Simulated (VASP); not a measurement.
# NaH (P4/mmm) in VASP: further runs

NaH is run at these levels: LDA; tasks: single point.

Everything below comes from runs of VASP 6.6.1. Logs are shortened: lines on timing, memory, paths and dates and some standing lists are left out, and cuts for length are marked.

## 1. The cell of the first run

Symmetry: P4/mmm, No. 123, tetragonal system. The conventional cell has a = 2.955 Å, b = 2.955 Å, c = 2.999 Å, α = 90.00°, β = 90.00°, γ = 90.00°. Na (site symmetry 4/mmm) has 8 H at 2.57 Å and 6 Na at 2.96 to 3.00 Å within 3.4 Å. H (site symmetry 4/mmm) has 8 Na at 2.57 Å and 6 H at 2.96 to 3.00 Å within 3.4 Å.

## 2. Single point, LDA (strain +0.0150 x Voigt [0, 0, 1, 0, 0, 0])

Input file INCAR:

```
SYSTEM = NaH
  ALGO = Normal
  EDIFF = 1E-6
  ENCUT = 520
  ISIF = 2
  ISMEAR = 0
  LASPH = .True.
  LCHARG = .True.
  LELF = .True.
  LREAL = .False.
  LVHAR = .True.
  LWAVE = .False.
  NBANDS = 11
  NELM = 100
  PREC = Accurate
  SIGMA = 0.05
```

Input file KPOINTS:

```
k-points
0
Gamma
  12 12 12
  0 0 0
```

Input file POSCAR:

```
NaH
1.0
    2.9551240000      0.0000000000      0.0000000000
    0.0000000000      2.9551240000      0.0000000000
    0.0000000000      0.0000000000      2.9994508600
Na H
1 1
Direct
    0.0000000000      0.0000000000      0.0000000000
    0.5000000000      0.5000000000      0.5000000000
```

Potentials or basis: VASP PAW LDA potentials, release 64 (Na_pv, H).

Run with:

```console
> cat potpaw_LDA.64/Na_pv/POTCAR potpaw_LDA.64/H/POTCAR > POTCAR
> mpirun -np 1 vasp_std > vasp.out
```

OUTCAR:

```text
SYSTEM = NaH
   EDIFF = 1E-6
   ENCUT = 520
   ISIF = 2
   ISMEAR = 0
   LASPH = .True.
   LREAL = .False.
   NELM = 100
   PREC = Accurate

 ion  position               nearest neighbor table
   1  0.000  0.000  0.000-
   2  0.500  0.500  0.500-

  LATTYP: Found a simple tetragonal cell.
 ALAT       =     2.9551240000
 C/A-ratio  =     1.0150000000

  Lattice vectors:

 A1 = (   2.9551240000,   0.0000000000,   0.0000000000)
 A2 = (   0.0000000000,   2.9551240000,   0.0000000000)
 A3 = (   0.0000000000,   0.0000000000,   2.9994508600)

Analysis of symmetry for initial positions (statically):
=====================================================================
 Subroutine PRICEL returns:
 Original cell was already a primitive cell.

 Routine SETGRP: Setting up the symmetry group for a
 simple tetragonal supercell.

 Subroutine GETGRP returns: Found 16 space group operations
 (whereof 16 operations were pure point group operations)
 out of a pool of 16 trial point group operations.

The static configuration has the point symmetry D_4h.

Analysis of symmetry for dynamics (positions and initial velocities):
=====================================================================
 Subroutine PRICEL returns:
 Original cell was already a primitive cell.

 Routine SETGRP: Setting up the symmetry group for a
 simple tetragonal supercell.

 Subroutine GETGRP returns: Found 16 space group operations
 (whereof 16 operations were pure point group operations)
 out of a pool of 16 trial point group operations.

The dynamic configuration has the point symmetry D_4h.

 Subroutine INISYM returns: Found 16 space group operations
 (whereof 16 operations are pure point group operations),
 and found     1 'primitive' translations

----------------------------------------------------------------------------------------

                                     Primitive cell

  volume of cell :      26.1935

  direct lattice vectors                    reciprocal lattice vectors
     2.955124000  0.000000000  0.000000000     0.338395275  0.000000000  0.000000000
     0.000000000  2.955124000  0.000000000     0.000000000  0.338395275  0.000000000
     0.000000000  0.000000000  2.999450860     0.000000000  0.000000000  0.333394360

  length of vectors
     2.955124000  2.955124000  2.999450860     0.338395275  0.338395275  0.333394360

  position of ions in fractional coordinates (direct lattice)
     0.000000000  0.000000000  0.000000000
     0.500000000  0.500000000  0.500000000

  ion indices of the primitive-cell ions
   primitive index   ion index
                 1           1
                 2           2

[... 82 lines left out ...]
   NELECT =       8.0000    total number of electrons
   NUPDOWN=      -1.0000    fix difference up-down
   EMIN   =  10.00;   EMAX   =-10.00  energy-range for DOS
   EFERMI =   0.00;   METHOD = LEGACY
   ISMEAR =     0;   SIGMA  =   0.05  broadening in eV -4-tet -1-fermi 0-gaus
   EFERMI_NEDOS =   21; number of points for ismear=-14 and -15
   IALGO  =     38    algorithm
   IMIX   =      4    mixing-type and parameters
     AMIX     =   0.40;   BMIX     =  1.00
     AMIX_MAG =   1.60;   BMIX_MAG =  1.00
  volume/ion in A,a.u.               =      13.10        88.38
  Fermi-wavevector in a.u.,A,eV,Ry     =   1.102488  2.083400 16.537599  1.215479
  Thomas-Fermi vector in A             =   2.238931
   LORBIT       =      0    0 simple, 1 ext, 2 COOP (PROOUT), +10 PAW based schemes
   GGA     = CA    functional components
   LHFCALC =     F    Hartree Fock is set to
   AEXX    =    0.0000 exact exchange contribution
   IVDW    =     0    specifies the selected vdW correction
   LEPSILON=     F    determine dielectric tensor
   LRPA    =     F    only Hartree local field effects (RPA)
 non-spin polarized calculation
 Gauss-broadening in eV      SIGMA  =   0.05
  energy-cutoff  :      520.00
  volume of cell :       26.19
 maximum number of plane-waves:       739
 NGX is ok and might be reduce to    24
   NGX = 11   NGY = 11   NGZ = 11

 number of electron       7.9999996 magnetization

 Free energy of the ion-electron system (eV)
  ---------------------------------------------------
  ext. energy  EPLUGINS =         0.00000000
  ---------------------------------------------------
  free energy    TOTEN  =        -5.08730962 eV

  energy without entropy =       -5.08730962  energy(sigma->0) =       -5.08730962

 E-fermi :   1.4440     XC(G=0):  -8.5634

 val. band max:        1.2111561651   @ k =   0.5000   0.5000   0.5000
 cond. band min:       1.7016225654   @ k =   0.0000   0.0000   0.5000
 fundamental gap:      0.4904664003
 Fermi energy:         1.4439594166

 k-point     1 :       0.0000    0.0000    0.0000
  band No.  band energies     occupation
      1     -23.4791      2.00000
      2     -23.4770      2.00000
      3     -23.4770      2.00000
      4      -4.8946      2.00000
      5       9.5597      0.00000
      6      11.5149      0.00000
      7      11.7471      0.00000
      8      12.8557      0.00000
      9      13.3491      0.00000
     10      13.3491      0.00000
     11      25.9854      0.00000
[... 309 lines left out ...]
 k-point    24 :       0.4167    0.3333    0.0000
  band No.  band energies     occupation
      1     -23.6261      2.00000
      2     -23.5896      2.00000
      3     -23.4520      2.00000
      4      -1.3651      2.00000
      5       4.1219      0.00000
      6       6.2080      0.00000
      7      10.1340      0.00000
      8      14.7234      0.00000
      9      16.3924      0.00000
     10      19.1548      0.00000
     11      20.2952      0.00000

 [... further k-points ...]

------------------------ aborting loop because EDIFF is reached ----------------------------------------

  FORCE on cell =-STRESS in cart. coord.  units (eV):
  Direction    XX          YY          ZZ          XY          YZ          ZX
  --------------------------------------------------------------------------------------
  -------------------------------------------------------------------------------------
  Total       -0.3008957     -0.3008957     -0.5658623      0.0000000      0.0000000      0.0000000
  in kB      -18.4048946    -18.4048946    -34.6121203      0.0000000      0.0000000      0.0000000
  external PRESSURE =     -23.8073032 kB  Pullay stress =       0.0000000 kB

 VOLUME and BASIS-vectors are now :
 -----------------------------------------------------------------------------
  energy-cutoff  :      520.00
  volume of cell :       26.19
      direct lattice vectors                 reciprocal lattice vectors
     2.955124000  0.000000000  0.000000000     0.338395275  0.000000000  0.000000000
     0.000000000  2.955124000  0.000000000     0.000000000  0.338395275  0.000000000
     0.000000000  0.000000000  2.999450860     0.000000000  0.000000000  0.333394360

 POSITION                                       TOTAL-FORCE (eV/Angst)
 -----------------------------------------------------------------------------------
      0.00000      0.00000      0.00000         0.000000      0.000000      0.000000
      1.47756      1.47756      1.49973         0.000000      0.000000      0.000000
 -----------------------------------------------------------------------------------
    total drift:                                0.000000      0.000000      0.000000

  FREE ENERGIE OF THE ION-ELECTRON SYSTEM (eV)
  ---------------------------------------------------
  free  energy   TOTEN  =        -5.0873096225 eV

  energy  without entropy=       -5.0873096225  energy(sigma->0) =       -5.08730962
```

OSZICAR:

```text
N       E                     dE             d eps       ncg     rms          rms(c)
DAV:   1     0.349428548537E+02    0.34943E+02   -0.45843E+03  4339   0.759E+02
DAV:   2    -0.437234063177E+01   -0.39315E+02   -0.38441E+02  4541   0.187E+02
DAV:   3    -0.552121355449E+01   -0.11489E+01   -0.11476E+01  5143   0.310E+01
DAV:   4    -0.552808237879E+01   -0.68688E-02   -0.68682E-02  4923   0.243E+00
DAV:   5    -0.552813753899E+01   -0.55160E-04   -0.55160E-04  4956   0.218E-01    0.292E+00
DAV:   6    -0.519017313490E+01    0.33796E+00   -0.35901E-01  4959   0.333E+00    0.135E+00
DAV:   7    -0.508739102511E+01    0.10278E+00   -0.35381E-01  4832   0.232E+00    0.345E-01
DAV:   8    -0.508770813510E+01   -0.31711E-03   -0.91432E-03  4978   0.114E+00    0.745E-02
DAV:   9    -0.508733739232E+01    0.37074E-03   -0.20101E-03  5635   0.439E-01    0.292E-02
DAV:  10    -0.508730932352E+01    0.28069E-04   -0.11598E-04  4843   0.509E-02    0.212E-03
DAV:  11    -0.508730962248E+01   -0.29896E-06   -0.29020E-06  4761   0.932E-03
   1 F= -.50873096E+01 E0= -.50873096E+01  d E =-.632562E-14
```

stdout:

```text
POSCAR found type information on POSCAR NaH
 POSCAR found :  2 types and       2 ions
 scaLAPACK will be used
 LDA part: xc-table for (Slater(with rela. corr.)+CA(PZ))
 , standard interpolation
 POSCAR, INCAR and KPOINTS ok, starting setup
 FFT: planning ... GRIDC
 FFT: planning ... GRID_SOFT
 FFT: planning ... GRID
 WAVECAR not read
 entering main loop
```

Run time: 33 s. Hardware: 1 thread of Intel Xeon 8259CL, shared host; peak memory 0.16 GiB.

What came out:

| Quantity | Value |
| --- | --- |
| Free energy | -5.0873 eV |
| Pressure | -2.4 GPa |
| Band gap on the k mesh | 0.49 eV (least direct gap 4.08 eV) |

Stress tensor (GPa, compression positive):
```
-1.84  0.00  0.00
 0.00 -1.84  0.00
 0.00  0.00 -3.46
```

Caveat: the cell differs from its parent crystal (strain +0.0150 x Voigt [0, 0, 1, 0, 0, 0]). A k mesh can miss the band edges.

## 3. Single point, LDA (strain +0.0050 x Voigt [0, 0, 1, 0, 0, 0])

Input file INCAR:

```
PREC = Accurate ; ENCUT = 520
EDIFF = 1E-6 ; ISMEAR = 0
SIGMA = 0.05 ; LREAL = False
LASPH = True ; NELM = 100
ALGO = Normal ; ISIF = 2
LWAVE = False ; LCHARG = False
NBANDS = 11
```

Input file KPOINTS:

```
regular mesh
0
Gamma
  12 12 12
```

POSCAR: that of step 2 with these lines changed.

```diff
@@ -4,3 +4,3 @@
     0.0000000000      2.9551240000      0.0000000000
-    0.0000000000      0.0000000000      2.9994508600
+    0.0000000000      0.0000000000      2.9698996200
 Na H
```

Potentials or basis: VASP PAW LDA potentials, release 64 (Na_pv, H).

Run with:

```console
> cat potpaw_LDA.64/Na_pv/POTCAR potpaw_LDA.64/H/POTCAR > POTCAR
> mpirun -np 1 vasp_std > vasp.out
```

Wall time 34 s (1 thread of Intel Xeon 8259CL, shared host); peak memory 0.16 GiB.

The run converged. Its results:

| Item | Value |
| --- | --- |
| Free energy | -5.0920 eV |
| Pressure | -2.2 GPa |
| Band gap on the k mesh | 0.55 eV (least direct gap 4.12 eV) |

Stress tensor (GPa, compression positive):
```
-2.01  0.00  0.00
 0.00 -2.01  0.00
 0.00  0.00 -2.56
```

Levels at points of the mesh, in eV from the valence-band top:
| k point | band 1 | band 2 | band 3 | band 4 | band 5 | band 6 | band 7 | band 8 |
| --- | --- | --- | --- | --- | --- | --- | --- | --- |
| (0.00, 0.00, 0.00) | -24.69 | -24.69 | -24.69 | -6.15 | 8.45 | 10.41 | 10.49 | 11.93 |
| (0.50, 0.00, 0.00) | -24.87 | -24.67 | -24.67 | -3.54 | 0.60 | 10.56 | 13.59 | 14.00 |
| (0.50, 0.50, 0.00) | -24.84 | -24.84 | -24.66 | -1.79 | 3.86 | 3.86 | 6.31 | 14.30 |
| (0.00, 0.00, 0.50) | -24.87 | -24.67 | -24.67 | -3.57 | 0.55 | 10.60 | 13.59 | 14.14 |
| (0.50, 0.00, 0.50) | -24.84 | -24.84 | -24.66 | -1.82 | 3.82 | 3.83 | 6.26 | 14.42 |
| (0.50, 0.50, 0.50) | -24.82 | -24.82 | -24.81 | 0.00 | 6.50 | 6.52 | 6.52 | 8.56 |

Caveat: the cell differs from its parent crystal (strain +0.0050 x Voigt [0, 0, 1, 0, 0, 0]). A k mesh can miss the band edges.

[end of part 1 of 2]
